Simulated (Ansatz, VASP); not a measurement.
**W in VASP and in Ansatz**

INCAR

```
PREC = Accurate
ENCUT = 520
EDIFF = 1E-6
ISMEAR = 0
SIGMA = 0.15
LREAL = F
LASPH = T
NELM = 60
ALGO = Fast
ISIF = 2
LWAVE = F
LCHARG = F
GGA = CA
NBANDS = 13
```

Contents of KPOINTS:

```
Automatic mesh
0
Gamma
  20 20 20
```

The input POSCAR:

```
W
1.0
   -1.4583125700      1.5680780323      1.5680780323
    1.5680780323     -1.4583125700      1.5680780323
    1.5680780323      1.5680780323     -1.4583125700
W
1
Direct
    0.0000000000      0.0000000000      0.0000000000
```

Input for Ansatz:

```yaml
crystal:
  lattice:
    - [-1.45831257, 1.5680780323, 1.5680780323]
    - [1.5680780323, -1.45831257, 1.5680780323]
    - [1.5680780323, 1.5680780323, -1.45831257]
  atoms:
    - { symbol: W, position: [0.0, 0.0, 0.0] }
basis:
  ecutwfc: 420
kpoints:
  mp_grid: { grid: [20, 20, 20] }
hamiltonian:
  xc: lda
  pseudopotentials: { kind: paw, azcp: { folder: soft_1 } }
scf:
  occupations: { method: gaussian, width: 0.15 }
output:
  forces: true
  stress: true
  eigenvalues: true
```

Change from the starting cell: equal engineering shear yz, xz and xy +0.0700, equal normal strain along x, y and z +0.0000.

Alike in both runs: task single point; functional LDA; k mesh 20 × 20 × 20; occupations gaussian, width 0.15 eV; no spin polarisation.

```csv
,VASP,Ansatz
version,VASP 6.6.1,Ansatz 0.2.0
potentials or method,"VASP PAW LDA potentials, release 64 (W_sv), cutoff 520 eV","scalar-relativistic, plane waves, PAW"
valence electrons in the cell,14,14
```

|  | VASP | Ansatz | Ansatz less VASP |
| --- | --- | --- | --- |
| gap on the k mesh at the Fermi level (eV) | none | none | - |
| pressure (GPa) | 5.4 | 3.4 | -1.99 |
| traceless stress, the component that is largest in VASP (GPa) | -8.78 | -8.61 | +0.166 |

Ansatz warns that its potentials were made for another functional, while VASP's fit it. LDA's correlation is that of Perdew and Zunger in VASP and of Perdew and Wang (1992) in Ansatz. A gap of «none» marks a metal or a gap that the smearing closes.

Spin-orbit coupling is off throughout.
